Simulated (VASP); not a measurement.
# HBr (Fmmm) in VASP: a series of runs, part 2 of 2

VASP 6.6.1.

## (4) Single point, r2SCAN

This run uses another cell than the first one: it holds 8 atoms, not 2.

Contents of POSCAR:

```
HBr
1.0
    3.3371903096      0.0000000000      0.0000000000
    0.0000000000      7.5944054978      0.0000000000
    0.0000000000      0.0000000000      7.6061726212
H Br
4 4
Direct
    0.0000000000      0.0000000000      0.0000000000
    0.0000000000      0.5000000000      0.5000000000
    0.5000000000      0.0000000000      0.5000000000
    0.5000000000      0.5000000000      0.0000000000
    0.5000000000      0.0000000000      0.0000000000
    0.5000000000      0.5000000000      0.5000000000
    0.0000000000      0.0000000000      0.5000000000
    0.0000000000      0.5000000000      0.0000000000
```

Contents of INCAR.step1:

```
PREC     = Accurate       # precision mode
ENCUT    = 520            # plane-wave cutoff, eV
ISMEAR   = 0              # smearing method
SIGMA    = 0.02           # smearing width, eV
LREAL    = False          # projectors in reciprocal space
LASPH    = True           # aspherical terms in the spheres
NELM     = 100            # most SCF steps
NBANDS   = 26             # bands
GGA      = PE             # functional
ALGO     = Normal         # electronic algorithm
EDIFF    = 1E-4           # SCF threshold, eV
LWAVE    = True           # write WAVECAR
LCHARG   = False          # write CHGCAR
```

Contents of INCAR.step2:

```
PREC     = Accurate       # precision mode
ENCUT    = 520            # plane-wave cutoff, eV
EDIFF    = 1E-7           # SCF threshold, eV
ISMEAR   = 0              # smearing method
SIGMA    = 0.02           # smearing width, eV
LREAL    = False          # projectors in reciprocal space
LASPH    = True           # aspherical terms in the spheres
NELM     = 100            # most SCF steps
ALGO     = Normal         # electronic algorithm
ISIF     = 2              # what is computed and relaxed
LWAVE    = False          # write WAVECAR
LCHARG   = True           # write CHGCAR
METAGGA  = R2SCAN         # meta-GGA
LMIXTAU  = True         
LELF     = True           # ELF
LVHAR    = True         
NBANDS   = 26             # bands
ISTART   = 1
```

Contents of KPOINTS:

```
Automatic mesh
0
Gamma
  8 4 4
```

Potentials or basis: VASP PAW PBE potentials, release 64 (H, Br).

Run with:

```
$ cat potpaw_PBE.64/H/POTCAR potpaw_PBE.64/Br/POTCAR > POTCAR
$ cp INCAR.step1 INCAR
$ mpirun -np 1 vasp_std > vasp.out
$ cp INCAR.step2 INCAR
$ mpirun -np 1 vasp_std > vasp.out
```

OUTCAR:

```text
PREC = Accurate
   ENCUT = 520
   EDIFF = 1E-7
   ISMEAR = 0
   LREAL = False
   LASPH = True
   NELM = 100
   ISIF = 2
   METAGGA = R2SCAN
   ISTART = 1

 ion  position               nearest neighbor table
   1  0.000  0.000  0.000-   5 1.67   5 1.67
   2  0.000  0.500  0.500-   6 1.67   6 1.67
   3  0.500  0.000  0.500-   7 1.67   7 1.67
   4  0.500  0.500  0.000-   8 1.67   8 1.67
   5  0.500  0.000  0.000-   1 1.67   1 1.67
   6  0.500  0.500  0.500-   2 1.67   2 1.67
   7  0.000  0.000  0.500-   3 1.67   3 1.67
   8  0.000  0.500  0.000-   4 1.67   4 1.67

  LATTYP: Found a simple orthorhombic cell.
 ALAT       =     3.3371903096
 B/A-ratio  =     2.2756884664
 C/A-ratio  =     2.2792145235

  Lattice vectors:

 A1 = (   3.3371903096,   0.0000000000,   0.0000000000)
 A2 = (   0.0000000000,   7.5944054978,   0.0000000000)
 A3 = (   0.0000000000,   0.0000000000,   7.6061726212)

Analysis of symmetry for initial positions (statically):
=====================================================================
 Subroutine PRICEL returns following result:

  LATTYP: Found a face centered orthorhombic cell.
 ALAT       =     3.3371903096
 B/A-ratio  =     2.2756884664
 C/A-ratio  =     2.2792145235

  Lattice vectors:

 A1 = (  -0.0000000000,  -3.7972027489,  -3.8030863106)
 A2 = (   1.6685951548,   0.0000000000,  -3.8030863106)
 A3 = (   1.6685951548,  -3.7972027489,   0.0000000000)

   4 primitive cells build up your supercell.

 Routine SETGRP: Setting up the symmetry group for a
 simple orthorhombic supercell.

 Subroutine GETGRP returns: Found  8 space group operations
 (whereof  8 operations were pure point group operations)
 out of a pool of  8 trial point group operations.

The static configuration has the point symmetry D_2h.

Analysis of symmetry for dynamics (positions and initial velocities):
=====================================================================
 Subroutine PRICEL returns following result:

  LATTYP: Found a face centered orthorhombic cell.
 ALAT       =     3.3371903096
 B/A-ratio  =     2.2756884664
 C/A-ratio  =     2.2792145235

  Lattice vectors:

 A1 = (  -0.0000000000,  -3.7972027489,  -3.8030863106)
 A2 = (   1.6685951548,   0.0000000000,  -3.8030863106)
 A3 = (   1.6685951548,  -3.7972027489,   0.0000000000)

   4 primitive cells build up your supercell.

 Routine SETGRP: Setting up the symmetry group for a
 simple orthorhombic supercell.

 Subroutine GETGRP returns: Found  8 space group operations
 (whereof  8 operations were pure point group operations)
 out of a pool of  8 trial point group operations.

The dynamic configuration has the point symmetry D_2h.

 Subroutine INISYM returns: Found  8 space group operations
 (whereof  8 operations are pure point group operations),
 and found     4 'primitive' translations

[... 37 lines left out ...]

  Length of vectors
     0.037456659  0.032918969  0.032868042

  Shift w.r.t. Gamma in fractional coordinates (k-lattice)
     0.000000000  0.000000000  0.000000000

 Subroutine IBZKPT returns following result:
 ===========================================

 Found     45 irreducible k-points:

 Following reciprocal coordinates:
            Coordinates               Weight
  0.000000  0.000000  0.000000      1.000000
  0.125000  0.000000  0.000000      2.000000
  0.250000  0.000000  0.000000      2.000000
  0.375000  0.000000  0.000000      2.000000
  0.500000  0.000000  0.000000      1.000000
  0.000000  0.250000  0.000000      2.000000
[... 16 lines left out ...]
  0.250000  0.250000  0.250000      8.000000
  0.375000  0.250000  0.250000      8.000000
 [... further k-points ...]
   k-points           NKPTS =     45   k-points in BZ     NKDIM =     45   number of bands    NBANDS=     26
   number of dos      NEDOS =    301   number of ions     NIONS =      8
   total plane-waves  NPLWV =  94080
   dimension x,y,z NGX =    28 NGY =   56 NGZ =   60
   dimension x,y,z NGXF=    56 NGYF=  112 NGZF=  120
   ions per type =               4   4
   NGX,Y,Z   is equivalent  to a cutoff of  13.95, 12.26, 13.11 a.u.
   NGXF,Y,Z  is equivalent  to a cutoff of  27.90, 24.52, 26.23 a.u.
 SYSTEM =  unknown system
   PREC   = accura    normal or accurate (medium, high low for compatibility)
   ISTART =      1    job   : 0-new  1-cont  2-samecut
   ICHARG =      0    charge: 1-file 2-atom 10-const
   ISPIN  =      1    spin polarized calculation?
   LNONCOLLINEAR =      F non collinear calculations
   LSORBIT =      F    spin-orbit coupling
   LASPH  =      T    aspherical Exc in radial PAW
   ENCUT  =  520.0 eV  38.22 Ry    6.18 a.u.   6.20 14.12 14.14*2*pi/ulx,y,z
   NELM   =    100;   NELMIN=  2; NELMDL=  0     # of ELM steps
   EDIFF  = 0.1E-06   stopping-criterion for ELM
   LREAL  =      F    real-space projection
   EDIFFG = 0.1E-05   stopping-criterion for IOM
   NSW    =      0    number of steps for IOM
   IBRION =     -1    ionic relax: 0-MD 1-quasi-New 2-CG
   NFREE  =      0    steps in history (QN), initial steepest desc. (CG)
   ISIF   =      2    stress and relaxation
   ISYM   =      2    0-nonsym 1-usesym 2-fastsym
   POTIM  = 0.5000    time-step for ionic-motion
   TEBEG  =    0.0;   TEEND  =   0.0 temperature during run
   PSTRESS=    0.0 pullay stress
   NELECT =      32.0000    total number of electrons
   NUPDOWN=      -1.0000    fix difference up-down
   EMIN   =  10.00;   EMAX   =-10.00  energy-range for DOS
   EFERMI =   0.00;   METHOD = LEGACY
   ISMEAR =     0;   SIGMA  =   0.02  broadening in eV -4-tet -1-fermi 0-gaus
   EFERMI_NEDOS =   21; number of points for ismear=-14 and -15
   IALGO  =     38    algorithm
   IMIX   =      4    mixing-type and parameters
     AMIX     =   0.40;   BMIX     =  1.00
     AMIX_MAG =   1.60;   BMIX_MAG =  1.00
  volume/ion in A,a.u.               =      24.10       162.61
  Fermi-wavevector in a.u.,A,eV,Ry     =   0.899728  1.700239 11.014056  0.809510
  Thomas-Fermi vector in A             =   2.022598
   LORBIT       =      0    0 simple, 1 ext, 2 COOP (PROOUT), +10 PAW based schemes
   METAGGA = R2SCAN    functional components
   LHFCALC =     F    Hartree Fock is set to
   AEXX    =    0.0000 exact exchange contribution
   IVDW    =     0    specifies the selected vdW correction
   LEPSILON=     F    determine dielectric tensor
   LRPA    =     F    only Hartree local field effects (RPA)
 non-spin polarized calculation
 Gauss-broadening in eV      SIGMA  =   0.02
  energy-cutoff  :      520.00
  volume of cell :      192.77
 maximum number of plane-waves:      5232
 NGX is ok and might be reduce to    28

 number of electron      31.9999997 magnetization

 Free energy of the ion-electron system (eV)
  ---------------------------------------------------
  ext. energy  EPLUGINS =         0.00000000
  ---------------------------------------------------
  free energy    TOTEN  =       -66.31303695 eV

  energy without entropy =      -66.31303695  energy(sigma->0) =      -66.31303695

 E-fermi :  -2.7568     XC(G=0):  -7.2606

 val. band max:       -2.8955559858   @ k =   0.2500   0.0000   0.0000
 cond. band min:      -1.1979512980   @ k =   0.0000   0.0000   0.0000
 fundamental gap:      1.6976046878
 Fermi energy:        -2.7567875287

 k-point     1 :       0.0000    0.0000    0.0000
  band No.  band energies     occupation
      1     -17.7469      2.00000
      2     -17.6083      2.00000
      3     -17.6065      2.00000
      4     -17.4788      2.00000
      5      -4.7564      2.00000
      6      -4.7530      2.00000
[... 685 lines left out ...]
     25       7.8726      0.00000
     26       7.9093      0.00000

 [... further k-points ...]
[... 5 lines left out ...]
  --------------------------------------------------------------------------------------
  -------------------------------------------------------------------------------------
  Total        0.0256861     -0.0349368     -0.0502569      0.0000000      0.0000000      0.0000000
  in kB        0.2134856     -0.2903703     -0.4177006      0.0000000      0.0000000      0.0000000
  external PRESSURE =      -0.1648618 kB  Pullay stress =       0.0000000 kB

 VOLUME and BASIS-vectors are now :
 -----------------------------------------------------------------------------
  energy-cutoff  :      520.00
  volume of cell :      192.77
      direct lattice vectors                 reciprocal lattice vectors
     3.337190310  0.000000000  0.000000000     0.299653273  0.000000000  0.000000000
     0.000000000  7.594405498  0.000000000     0.000000000  0.131675876  0.000000000
     0.000000000  0.000000000  7.606172621     0.000000000  0.000000000  0.131472167

 POSITION                                       TOTAL-FORCE (eV/Angst)
 -----------------------------------------------------------------------------------
      0.00000      0.00000      0.00000         0.000000     -0.000000      0.000000
      0.00000      3.79720      3.80309         0.000000      0.000000     -0.000000
      1.66860      0.00000      3.80309         0.000000      0.000000     -0.000000
      1.66860      3.79720      0.00000        -0.000000     -0.000000     -0.000000
      1.66860      0.00000      0.00000        -0.000000     -0.000000     -0.000000
      1.66860      3.79720      3.80309        -0.000000      0.000000     -0.000000
      0.00000      0.00000      3.80309         0.000000     -0.000000      0.000000
      0.00000      3.79720      0.00000        -0.000000      0.000000     -0.000000
 -----------------------------------------------------------------------------------
    total drift:                                0.000000      0.000000     -0.000000

  FREE ENERGIE OF THE ION-ELECTRON SYSTEM (eV)
  ---------------------------------------------------
  free  energy   TOTEN  =       -66.3130369524 eV

  energy  without entropy=      -66.3130369524  energy(sigma->0) =      -66.31303695
```

Wall time 6.1 min (1 thread of Intel Xeon 6975P-C (Granite Rapids), shared host); peak memory 0.43 GiB.

Results:

- Free energy: -66.3130 eV
- Pressure: 0.0 GPa
- Band gap on the k mesh: 1.70 eV

Levels at points of the mesh, in eV from the valence-band top:
| k point | band 13 | band 14 | band 15 | band 16 | band 17 | band 18 | band 19 | band 20 |
| --- | --- | --- | --- | --- | --- | --- | --- | --- |
| (0.00, 0.00, 0.00) | -0.30 | -0.27 | -0.14 | -0.14 | 1.70 | 1.86 | 1.86 | 2.01 |
| (0.50, 0.00, 0.00) | -0.19 | -0.19 | -0.19 | -0.19 | 9.15 | 9.15 | 9.16 | 9.16 |
| (0.00, 0.50, 0.00) | -0.32 | -0.32 | -0.22 | -0.22 | 1.78 | 1.78 | 1.93 | 1.93 |
| (0.50, 0.50, 0.00) | -0.22 | -0.22 | -0.22 | -0.22 | 8.57 | 8.57 | 8.57 | 8.57 |
| (0.00, 0.00, 0.50) | -0.32 | -0.32 | -0.22 | -0.22 | 1.78 | 1.78 | 1.93 | 1.93 |
| (0.50, 0.00, 0.50) | -0.22 | -0.22 | -0.22 | -0.22 | 8.57 | 8.57 | 8.57 | 8.57 |
| (0.00, 0.50, 0.50) | -0.38 | -0.38 | -0.38 | -0.38 | 1.86 | 1.86 | 1.86 | 1.86 |
| (0.50, 0.50, 0.50) | -0.17 | -0.17 | -0.17 | -0.17 | 8.10 | 8.10 | 8.10 | 8.10 |

Caveat: the PAW data sets were made with another functional, which shifts forces and pressure a little. r2SCAN opens gaps a little over a GGA but as a rule still falls short of measured ones.

## (5) Single point, r2SCAN

This run uses another cell than the first one, of 23.74 Å³/atom, 0.985 times its volume.

Contents of POSCAR:

```
HBr
1.0
    0.0000000000      2.8200000000      3.0315000000
    2.7775000000      0.0000000000      3.0315000000
    2.7775000000      2.8200000000      0.0000000000
H Br
1 1
Direct
    0.0000000000      0.0000000000      0.0000000000
    0.5000000000      0.5000000000      0.5000000000
```

Contents of INCAR.step1:

```
PREC     = Accurate       # precision mode
ENCUT    = 520            # plane-wave cutoff, eV
ISMEAR   = 0              # smearing method
SIGMA    = 0.1            # smearing width, eV
LREAL    = F              # projectors in reciprocal space
LASPH    = T              # aspherical terms in the spheres
NELM     = 100            # most SCF steps
NBANDS   = 11             # bands
GGA      = PE             # functional
ALGO     = Normal         # electronic algorithm
EDIFF    = 1E-4           # SCF threshold, eV
LWAVE    = T              # write WAVECAR
LCHARG   = F              # write CHGCAR
```

Contents of INCAR.step2:

```
PREC     = Accurate       # precision mode
ENCUT    = 520            # plane-wave cutoff, eV
EDIFF    = 1E-7           # SCF threshold, eV
ISMEAR   = 0              # smearing method
SIGMA    = 0.1            # smearing width, eV
LREAL    = F              # projectors in reciprocal space
LASPH    = T              # aspherical terms in the spheres
NELM     = 100            # most SCF steps
ALGO     = Normal         # electronic algorithm
ISIF     = 2              # what is computed and relaxed
LWAVE    = F              # write WAVECAR
LCHARG   = F              # write CHGCAR
METAGGA  = R2SCAN         # meta-GGA
LMIXTAU  = T            
NBANDS   = 11             # bands
ISTART   = 1
```

Contents of KPOINTS:

```
Automatic mesh
0
Gamma
  6 6 6
```

Run with:

```
$ cat potpaw_PBE.64/H/POTCAR potpaw_PBE.64/Br/POTCAR > POTCAR
$ cp INCAR.step1 INCAR
$ mpirun -np 1 vasp_std > vasp.out
$ cp INCAR.step2 INCAR
$ mpirun -np 1 vasp_std > vasp.out
```

Wall time 41 s (1 thread of Intel Xeon 6975P-C (Granite Rapids), shared host); peak memory 0.18 GiB.

The run converged. Its results:

| Item | Value |
| --- | --- |
| Free energy | -14.1706 eV |
| Pressure | -8.0 GPa |
| Band gap on the k mesh | zero (band 4 reaches -2.34 eV, above the bottom of band 5 at -2.84 eV) |

Stress tensor (GPa, compression positive):
```
-10.41   0.00   0.00
  0.00  -9.02   0.00
  0.00   0.00  -4.65
```

Levels at points of the mesh, in eV from the Fermi level:
```tsv
k point	band 2	band 3	band 4	band 5	band 6	band 7
(0.00, 0.00, 0.00)	-0.38	-0.09	-0.05	0.03	10.66	11.76
(0.50, 0.00, 0.00)	-3.28	-0.33	-0.17	2.19	7.71	10.47
(0.50, 0.50, 0.00)	-1.92	-0.68	-0.61	-0.44	9.18	12.18
(0.50, 0.00, 0.50)	-1.97	-1.01	-0.60	-0.53	8.91	12.93
(0.00, 0.50, 0.50)	-1.97	-1.00	-0.66	-0.55	8.84	13.10
```

Caveat: the PAW data sets were made with another functional, which shifts forces and pressure a little.

## (6) Overview

| cell | k mesh | smearing | gap on the mesh (eV) | pressure (GPa) |
| --- | --- | --- | --- | --- |
| a = 5.374, b = 4.153, c = 4.148 Å, angles 80.7, 49.7, 49.6°, 2 atoms | 12 × 12 × 12 | gaussian 0.1 eV | 1.71 | -0.1 |
| a = 5.374, b = 4.153, c = 4.148 Å, angles 80.7, 49.7, 49.6°, 2 atoms | 10 × 10 × 10 | gaussian 0.02 eV | 1.72 | -0.1 |
| a = 3.337, b = 7.594, c = 7.606 Å, 8 atoms | 8 × 4 × 4 | gaussian 0.02 eV | 1.70 | 0.0 |
| a = 4.140, b = 4.112, c = 3.958 Å, angles 61.7, 61.0, 57.3°, 2 atoms | 6 × 6 × 6 | gaussian 0.1 eV | none | -8.0 |

Alike in all rows: task single point; level r2SCAN; potentials or basis VASP PAW PBE potentials, release 64 (H, Br); no spin polarisation; cutoff (eV) 520.

Caveats: the PAW data sets were made with another functional, which shifts forces and pressure a little.

Total energies depend on the potentials used, so only differences within one code and one set of settings carry meaning.
